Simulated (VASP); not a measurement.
MgO, 2 atoms in the cell. Symmetry: Immm, No. 71, orthorhombic system. The conventional cell has a = 2.963 Å, b = 3.076 Å, c = 4.270 Å, α = 90.00°, β = 90.00°, γ = 90.00°. Within 2.8 Å of Mg (site symmetry mmm) lie 6 O at 2.14 Å. Within 2.8 Å of O (site symmetry mmm) lie 6 Mg at 2.14 Å.  This cell differs from its parent crystal: strain +0.0375 x Voigt [0, 0, 0, 0, 0, 1].

| Property | Result |
| --- | --- |
| Program | VASP 6.6.1 |
| Task | single point |
| Functional | LDA |
| Potentials or basis | VASP PAW LDA potentials, release 64 (Mg, O) |
| Cutoff | 520 eV |
| k mesh | 10 × 10 × 10 |
| Occupations | gaussian, width 0.05 eV |
| Spin | no spin polarisation |
| Dipole correction | no |
| Further INCAR settings | ALGO = Normal; EDIFF = 1e-07; NBANDS = 11 |

Potentials or basis: VASP PAW LDA potentials, release 64 (Mg, O).

Command:

```sh
$ cat potpaw_LDA.64/Mg/POTCAR potpaw_LDA.64/O/POTCAR > POTCAR
$ mpirun -np 1 vasp_std > vasp.out
```

Hardware: 1 thread of AMD EPYC 9R45 96-Core Processor (Zen 5), with other jobs on the host.

Estimate the wall time of this run.

Run time: 17 s on 1 thread of AMD EPYC 9R45 96-Core Processor (Zen 5), on a shared host, peak memory 0.13 GiB. Counts: scf iterations 12, k points 171.
